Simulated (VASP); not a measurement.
# Be24N in VASP: further runs, part 2 of 2

VASP 6.6.1. The steps go on from the part before.

### 4 Single point, LDA

The input, INCAR:

```
PREC     = Accurate       # precision mode
ENCUT    = 520            # plane-wave cutoff, eV
EDIFF    = 1E-6           # SCF threshold, eV
ISMEAR   = 0              # smearing method
SIGMA    = 0.1            # smearing width, eV
LREAL    = Auto         
LASPH    = True           # aspherical terms in the spheres
NELM     = 60             # most SCF steps
ALGO     = Normal         # electronic algorithm
ISIF     = 2              # what is computed and relaxed
LWAVE    = False          # write WAVECAR
LCHARG   = False          # write CHGCAR
LDIPOL   = True         
IDIPOL   = 3            
DIPOL    = 0.5 0.5 0.319
NBANDS   = 44             # bands
```

The input, KPOINTS:

```
regular mesh
0
Gamma
  6 4 1
```

The input, POSCAR:

```
Be24N
1.0
    4.4524297775      0.0000000000      0.0000000000
    0.0000000000      7.0331519566      0.0000000000
    0.0000000000      0.0000000000     19.7998741761
Be N
24 1
Direct
    0.0000000000      0.3750000000      0.2020214858
    0.0000000000      0.8750000000      0.2020214858
    0.5000000000      0.3750000000      0.2020214858
    0.5000000000      0.8750000000      0.2020214858
    0.2500000000      0.1250000000      0.2344789084
    0.2500000000      0.6250000000      0.2344789084
    0.7500000000      0.1250000000      0.2344789084
    0.7500000000      0.6250000000      0.2344789084
    0.2500000000      0.3750000000      0.2993937535
    0.2500000000      0.8750000000      0.2993937535
    0.7500000000      0.3750000000      0.2993937535
    0.7500000000      0.8750000000      0.2993937535
    0.0000000000      0.1250000000      0.3261495638
    0.0000000000      0.6250000000      0.3261495638
    0.5000000000      0.1250000000      0.3261495638
    0.5000000000      0.6250000000      0.3261495638
    0.0000000000      0.3750000000      0.3969669031
    0.0000000000      0.8750000000      0.3969669031
    0.5000000000      0.3750000000      0.3969669031
    0.5000000000      0.8750000000      0.3969669031
    0.2500000000      0.1250000000      0.4191882283
    0.2500000000      0.6250000000      0.4191882283
    0.7500000000      0.1250000000      0.4191882283
    0.7500000000      0.6250000000      0.4191882283
    0.4166666667      0.3750000000      0.4690755201
```

Command:

```console
$ cat potpaw_LDA.64/Be/POTCAR potpaw_LDA.64/N/POTCAR > POTCAR
$ mpirun -np 1 vasp_std > vasp.out
```

Run time: 7.4 min. Hardware: 1 thread of Intel Xeon 6975P-C (Granite Rapids), shared host; peak memory 0.57 GiB.

The run converged. Its results:

| Item | Value |
| --- | --- |
| Free energy | -100.4896 eV |
| Largest force | 2.544 eV/Å |
| Band gap on the k mesh | zero (an odd number of electrons rules out a gap without spin polarisation) |

Forces on the atoms (eV/Å):
```
Be   0.025  0.000  0.532
Be   0.069  0.000  0.481
Be  -0.028  0.000  0.548
Be  -0.030  0.000  0.438
Be   0.051  0.004 -0.720
Be   0.051 -0.004 -0.720
Be  -0.021  0.122 -0.636
Be  -0.021 -0.122 -0.636
Be  -0.080  0.000 -0.098
Be  -0.018  0.000 -0.054
Be  -0.025  0.000  0.045
Be   0.026  0.000  0.111
Be   0.052  0.246  0.186
Be   0.052 -0.246  0.186
Be  -0.002 -0.163  0.055
Be  -0.002  0.163  0.055
Be   0.678  0.000  0.276
Be  -0.048  0.000  0.106
Be   0.962  0.000 -2.354
Be   0.065  0.000 -0.114
Be   0.383  0.751  0.925
Be   0.383 -0.751  0.925
Be  -0.227  0.021  0.223
Be  -0.227 -0.021  0.223
N   -2.068  0.000  0.014
```

Levels at points of the mesh, in eV from the Fermi level:
```csv
k point,band 24,band 25,band 26,band 27,band 28,band 29,band 30,band 31
"(0.00, 0.00, 0.00)",-1.35,-0.90,-0.84,-0.13,0.62,0.96,1.34,1.42
"(0.50, 0.00, 0.00)",-0.98,0.33,0.54,0.55,0.83,1.33,1.33,1.38
"(0.00, 0.50, 0.00)",-1.26,-1.25,-0.98,-0.52,0.08,0.64,1.02,1.61
"(0.50, 0.50, 0.00)",-1.13,-0.61,-0.43,0.26,0.33,0.33,1.37,1.58
```

### 5 Single point, LDA

The input, INCAR:

```
PREC     = Accurate       # precision mode
ENCUT    = 520            # plane-wave cutoff, eV
EDIFF    = 1E-7           # SCF threshold, eV
ISMEAR   = 0              # smearing method
SIGMA    = 0.1            # smearing width, eV
LREAL    = Auto         
LASPH    = True           # aspherical terms in the spheres
NELM     = 100            # most SCF steps
ALGO     = Normal         # electronic algorithm
ISIF     = 2              # what is computed and relaxed
LWAVE    = False          # write WAVECAR
LCHARG   = False          # write CHGCAR
LDIPOL   = True         
IDIPOL   = 3            
DIPOL    = 0.5 0.5 0.320
NBANDS   = 44             # bands
```

KPOINTS is that of step 4.

POSCAR, as its differences from that of step 4:

```diff
@@ -32,2 +32,2 @@
     0.7500000000      0.6250000000      0.4191882283
-    0.4166666667      0.3750000000      0.4690755201
+    0.2500000000      0.1875000000      0.4888717053
```

Potentials or basis: VASP PAW LDA potentials, release 64 (Be, N).

Command:

```console
$ cat potpaw_LDA.64/Be/POTCAR potpaw_LDA.64/N/POTCAR > POTCAR
$ mpirun -np 1 vasp_std > vasp.out
```

OUTCAR:

```text
PREC = Accurate
   ENCUT = 520
   EDIFF = 1E-7
   ISMEAR = 0
   LREAL = Auto
   LASPH = True
   NELM = 100
   ISIF = 2

 ion  position               nearest neighbor table
   1  0.000  0.375  0.202-   5 2.18   6 2.18   7 2.18   8 2.18   3 2.23   3 2.23  11 2.23   9 2.23

   2  0.000  0.875  0.202-   5 2.18   6 2.18   7 2.18   8 2.18   4 2.23   4 2.23  12 2.23  10 2.23

   3  0.500  0.375  0.202-   5 2.18   6 2.18   7 2.18   8 2.18   1 2.23   1 2.23  11 2.23   9 2.23
[... 39 lines left out ...]
  23  0.750  0.125  0.419-  17 2.13  18 2.13  19 2.13  20 2.13  13 2.15  15 2.15  21 2.23  21 2.23

  24  0.750  0.625  0.419-  17 2.13  18 2.13  19 2.13  20 2.13  14 2.15  16 2.15  22 2.23  22 2.23

  25  0.250  0.188  0.489-  21 1.45

  LATTYP: Found a simple orthorhombic cell.
 ALAT       =     4.4524297775
 B/A-ratio  =     1.5796210851
 C/A-ratio  =     4.4469817977

  Lattice vectors:

 A1 = (   4.4524297775,   0.0000000000,   0.0000000000)
 A2 = (   0.0000000000,   7.0331519566,   0.0000000000)
 A3 = (   0.0000000000,   0.0000000000,  19.7998741761)

Analysis of symmetry for initial positions (statically):
=====================================================================
 Subroutine PRICEL returns:
 Original cell was already a primitive cell.

 Routine SETGRP: Setting up the symmetry group for a
 simple orthorhombic supercell.

 Subroutine GETGRP returns: Found  2 space group operations
 (whereof  1 operations were pure point group operations)
 out of a pool of  8 trial point group operations.

The static configuration has the point symmetry C_1 .
 The point group associated with its full space group is C_1h.

Analysis of symmetry for dynamics (positions and initial velocities):
=====================================================================
 Subroutine PRICEL returns:
 Original cell was already a primitive cell.

 Routine SETGRP: Setting up the symmetry group for a
 simple orthorhombic supercell.

 Subroutine GETGRP returns: Found  2 space group operations
 (whereof  1 operations were pure point group operations)
 out of a pool of  8 trial point group operations.

The dynamic configuration has the point symmetry C_1 .
 The point group associated with its full space group is C_1h.

 Subroutine INISYM returns: Found  2 space group operations
 (whereof  1 operations are pure point group operations),
 and found     1 'primitive' translations

----------------------------------------------------------------------------------------

                                     Primitive cell

  volume of cell :     620.0254

  direct lattice vectors                    reciprocal lattice vectors
     4.452429777  0.000000000  0.000000000     0.224596468  0.000000000  0.000000000
     0.000000000  7.033151957  0.000000000     0.000000000  0.142183761  0.000000000
     0.000000000  0.000000000 19.799874176     0.000000000  0.000000000  0.050505371

  length of vectors
     4.452429777  7.033151957 19.799874176     0.224596468  0.142183761  0.050505371

  position of ions in fractional coordinates (direct lattice)
     0.000000000  0.375000000  0.202021486
     0.000000000  0.875000000  0.202021486
     0.500000000  0.375000000  0.202021486
     0.500000000  0.875000000  0.202021486
     0.250000000  0.125000000  0.234478908
     0.250000000  0.625000000  0.234478908
[... 17 lines left out ...]
     0.750000000  0.625000000  0.419188228
[... 75 lines left out ...]
   ions per type =              24   1
   NGX,Y,Z   is equivalent  to a cutoff of  13.44, 12.76, 12.59 a.u.
   NGXF,Y,Z  is equivalent  to a cutoff of  26.88, 25.53, 25.19 a.u.
 SYSTEM =  unknown system
   PREC   = accura    normal or accurate (medium, high low for compatibility)
   ISTART =      0    job   : 0-new  1-cont  2-samecut
   ICHARG =      2    charge: 1-file 2-atom 10-const
   ISPIN  =      1    spin polarized calculation?
   LNONCOLLINEAR =      F non collinear calculations
   LSORBIT =      F    spin-orbit coupling
   LASPH  =      T    aspherical Exc in radial PAW
   ENCUT  =  520.0 eV  38.22 Ry    6.18 a.u.   8.28 13.08 36.81*2*pi/ulx,y,z
   NELM   =    100;   NELMIN=  2; NELMDL= -5     # of ELM steps
   EDIFF  = 0.1E-06   stopping-criterion for ELM
   LREAL  =      T    real-space projection
   EDIFFG = 0.1E-05   stopping-criterion for IOM
   NSW    =      0    number of steps for IOM
   IBRION =     -1    ionic relax: 0-MD 1-quasi-New 2-CG
   NFREE  =      0    steps in history (QN), initial steepest desc. (CG)
   ISIF   =      2    stress and relaxation
   ISYM   =      2    0-nonsym 1-usesym 2-fastsym
   POTIM  = 0.5000    time-step for ionic-motion
   TEBEG  =    0.0;   TEEND  =   0.0 temperature during run
   PSTRESS=    0.0 pullay stress
   NELECT =      53.0000    total number of electrons
   NUPDOWN=      -1.0000    fix difference up-down
   EMIN   =  10.00;   EMAX   =-10.00  energy-range for DOS
   EFERMI =   0.00;   METHOD = LEGACY
   ISMEAR =     0;   SIGMA  =   0.10  broadening in eV -4-tet -1-fermi 0-gaus
   EFERMI_NEDOS =   21; number of points for ismear=-14 and -15
   IALGO  =     38    algorithm
   IMIX   =      4    mixing-type and parameters
     AMIX     =   0.40;   BMIX     =  1.00
     AMIX_MAG =   1.60;   BMIX_MAG =  1.00
  volume/ion in A,a.u.               =      24.80       167.37
  Fermi-wavevector in a.u.,A,eV,Ry     =   0.721158  1.362791  7.075962  0.520069
  Thomas-Fermi vector in A             =   1.810794
   LORBIT       =      0    0 simple, 1 ext, 2 COOP (PROOUT), +10 PAW based schemes
   GGA     = CA    functional components
   LHFCALC =     F    Hartree Fock is set to
   AEXX    =    0.0000 exact exchange contribution
   IVDW    =     0    specifies the selected vdW correction
   LEPSILON=     F    determine dielectric tensor
   LRPA    =     F    only Hartree local field effects (RPA)
 non-spin polarized calculation
 Gauss-broadening in eV      SIGMA  =   0.10
  energy-cutoff  :      520.00
  volume of cell :      620.03
 maximum number of plane-waves:     16734
 NGX is ok and might be reduce to    36
   NGX = 17   NGY = 27   NGZ = 73

 dipolmoment           0.000000      0.000000     -0.106127 electrons x Angstroem

 number of electron      53.0000001 magnetization

 dipolmoment           0.000000      0.000000      0.327926 electrons x Angstroem

 Free energy of the ion-electron system (eV)
  ---------------------------------------------------
  ext. energy  EPLUGINS =         0.00000000
  ---------------------------------------------------
  free energy    TOTEN  =       -98.82654286 eV

  energy without entropy =      -98.78935775  energy(sigma->0) =      -98.80795030

 E-fermi :  -1.8047     XC(G=0):  -4.3159

 val. band max:       -1.8202789504   @ k =   0.3333   0.2500   0.0000
 cond. band min:      -1.7655645571   @ k =   0.5000   0.5000   0.0000
 fundamental gap:      0.0547143933
 Fermi energy:        -1.8046510337

 k-point     1 :       0.0000    0.0000    0.0000
  band No.  band energies     occupation
      1     -14.6342      2.00000
      2     -12.1519      2.00000
      3     -10.0558      2.00000
      4     -10.0243      2.00000
      5      -9.9766      2.00000
      6      -7.9766      2.00000
[... 481 lines left out ...]
     37       2.8764      0.00000
     38       3.0059      0.00000
 [bands above 38 left out]

------------------------ aborting loop because EDIFF is reached ----------------------------------------

 vacuum level on the upper side and lower side of the slab       (xc-potential included)         0.890        -0.956

  FORCE on cell =-STRESS in cart. coord.  units (eV):
  Direction    XX          YY          ZZ          XY          YZ          ZX
  --------------------------------------------------------------------------------------
  -------------------------------------------------------------------------------------
  Total       -0.1330742     -4.3846772      0.0500013      0.0000000      3.3858688      0.0000000
  in kB       -0.3438706    -11.3302294      0.1292059      0.0000000      8.7492574      0.0000000
  external PRESSURE =      -3.8482980 kB  Pullay stress =       0.0000000 kB

 VOLUME and BASIS-vectors are now :
 -----------------------------------------------------------------------------
  energy-cutoff  :      520.00
  volume of cell :      620.03
      direct lattice vectors                 reciprocal lattice vectors
     4.452429777  0.000000000  0.000000000     0.224596468  0.000000000  0.000000000
     0.000000000  7.033151957  0.000000000     0.000000000  0.142183761  0.000000000
     0.000000000  0.000000000 19.799874176     0.000000000  0.000000000  0.050505371

 POSITION                                       TOTAL-FORCE (eV/Angst)
 -----------------------------------------------------------------------------------
      0.00000      2.63743      4.00000        -0.017494      0.036772      0.471425
      0.00000      6.15401      4.00000        -0.003663     -0.046854      0.491483
      2.22621      2.63743      4.00000         0.017494      0.036772      0.471425
      2.22621      6.15401      4.00000         0.003663     -0.046854      0.491483
      1.11311      0.87914      4.64265         0.000000      0.011641     -0.641855
      1.11311      4.39572      4.64265         0.000000     -0.049004     -0.568697
[... 17 lines left out ...]
      3.33932      4.39572      8.29987         0.000000      0.028057      0.144441
      1.11311      1.31872      9.67960         0.000000      1.672852      0.006133
 -----------------------------------------------------------------------------------
    total drift:                                0.000000      0.003713     -0.002354

  FREE ENERGIE OF THE ION-ELECTRON SYSTEM (eV)
  ---------------------------------------------------
  free  energy   TOTEN  =       -98.8265428568 eV

  energy  without entropy=      -98.7893577471  energy(sigma->0) =      -98.80795030

 vacuum level on the upper side and lower side of the slab         4.674         2.781
```

Wall time 7.4 min (1 thread of Intel Xeon 6975P-C (Granite Rapids), shared host); peak memory 0.58 GiB.

Results:

| Item | Value |
| --- | --- |
| Free energy | -98.8265 eV |
| Largest force | 1.913 eV/Å |
| Band gap on the k mesh | zero (an odd number of electrons rules out a gap without spin polarisation) |

Forces in eV/Å, atoms in the order of the input:
```
Be  -0.017  0.037  0.471
Be  -0.004 -0.047  0.491
Be   0.017  0.037  0.471
Be   0.004 -0.047  0.491
Be   0.000  0.012 -0.642
Be   0.000 -0.049 -0.569
Be   0.000  0.063 -0.649
Be   0.000 -0.068 -0.754
Be   0.000 -0.078  0.118
Be   0.000 -0.025  0.131
Be   0.000 -0.219  0.144
Be   0.000  0.097  0.141
Be   0.008 -0.018 -0.095
Be  -0.019  0.031 -0.016
Be  -0.008 -0.018 -0.095
Be   0.019  0.031 -0.016
Be  -0.017 -0.038  0.519
Be  -0.144 -0.364 -0.094
Be   0.017 -0.038  0.519
Be   0.144 -0.364 -0.094
Be   0.000 -1.108 -1.560
Be   0.000  0.326  0.122
Be   0.000  0.147  0.814
Be   0.000  0.028  0.144
N    0.000  1.673  0.006
```

### 6 The runs side by side

```csv
cell,gap on the mesh (eV),largest force (eV/Å)
"as given, atomic positions A",none,3.74
"as given, atomic positions B",none,3.75
"as given, atomic positions C",none,2.54
"as given, atomic positions D",none,1.91
```

Alike in all rows: task single point; level LDA; potentials or basis VASP PAW LDA potentials, release 64 (Be, N); no spin polarisation; k mesh 6 × 4 × 1; cutoff (eV) 520; smearing gaussian 0.1 eV.

Absolute energies hang on the potentials; compare differences alone.
